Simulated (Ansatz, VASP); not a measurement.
Two plane-wave programs on O

```
O
1.0
     9.00000    0.00000    0.00000
     0.00000    9.50000    0.00000
     0.00000    0.00000   10.00000
O
2
Direct
  0.50000 0.50000 0.43850
  0.50000 0.50000 0.56150
```

Alike in both runs: task relaxation of the atoms; functional LDA; k mesh 1 × 1 × 1; occupations fermi-dirac, width 0.02 eV; collinear spin.

```csv
,VASP,Ansatz
version,VASP 6.6.1,Ansatz 0.2.0
potentials or method,"VASP PAW LDA potentials, release 64 (O), cutoff 520 eV","plane waves, PAW"
valence electrons in the cell,12,12
```

```tsv
	VASP	Ansatz	Ansatz less VASP
net moment per atom (μB)	1.00	1.00	0.000
size of the moment on the site where the two differ most (μB)	0.81	0.55	-0.260
```

LDA's correlation is that of Perdew and Zunger in VASP and of Perdew and Wang (1992) in Ansatz. Site moments also hang on the region over which each program counts them. Ansatz's warnings: end state compared, stress scf threshold loose.

Noted on VASP's run: the standard files for N, O and F lose accuracy on very short bonds.
